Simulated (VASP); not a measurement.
MoS2: single point with PBE+D3(BJ)

Crystal: MoS2.

```
CELL_PARAMETERS angstrom
3.14929 0.00000 0.00000
-1.57464 2.72736 0.00000
0.00000 0.00000 12.09385
ATOMIC_POSITIONS crystal
Mo 0.66667 0.33333 0.24978
Mo 0.33333 0.66667 0.75022
S 0.33333 0.66667 0.37926
S 0.66667 0.33333 0.87969
S 0.33333 0.66667 0.12031
S 0.66667 0.33333 0.62074
```

* Program: VASP 6.6.1
* Task: single point
* Functional: PBE
* Dispersion: D3(BJ)
* Potentials or basis: VASP PAW PBE potentials, release 64 (Mo_sv, S)
* Cutoff: 520 eV
* k mesh: 12 × 12 × 4
* Occupations: gaussian, width 0.01 eV
* Spin: no spin polarisation

* Pressure: -0.2 GPa
* Largest force: 0.015 eV/Å
* Band gap on the k mesh: 0.80 eV (least direct gap 1.71 eV)
* Dispersion energy per atom: -0.437 eV

Forces on the atoms (eV/Å):
```
Mo   0.000  0.000  0.001
Mo   0.000  0.000 -0.001
S    0.000  0.000 -0.010
S    0.000  0.000 -0.015
S    0.000  0.000  0.015
S    0.000  0.000  0.010
```

Stress tensor (GPa, compression positive):
```
-0.13  0.00  0.00
 0.00 -0.13  0.00
 0.00  0.00 -0.21
```

Levels at points of the mesh, in eV from the valence-band top:
| k point | band 23 | band 24 | band 25 | band 26 | band 27 | band 28 | band 29 | band 30 |
| --- | --- | --- | --- | --- | --- | --- | --- | --- |
| (0.00, 0.00, 0.00) | -2.15 | -1.27 | -1.11 | 0.00 | 2.10 | 2.10 | 2.13 | 2.13 |
| (0.50, 0.00, 0.00) | -1.78 | -1.52 | -1.48 | -1.33 | 1.62 | 1.68 | 2.00 | 2.31 |
| (0.00, 0.00, 0.50) | -2.18 | -2.18 | -0.27 | -0.26 | 2.10 | 2.10 | 2.10 | 2.10 |
| (0.50, 0.00, 0.50) | -1.65 | -1.65 | -1.40 | -1.39 | 1.65 | 1.65 | 2.17 | 2.17 |

Run time: 3.1 min on 1 thread of Intel(R) Xeon(R) Platinum 8259CL CPU @ 2.50GHz (Skylake/Cascade Lake), with other jobs on the host, peak memory 0.35 GiB.

A k mesh can miss the band edges.
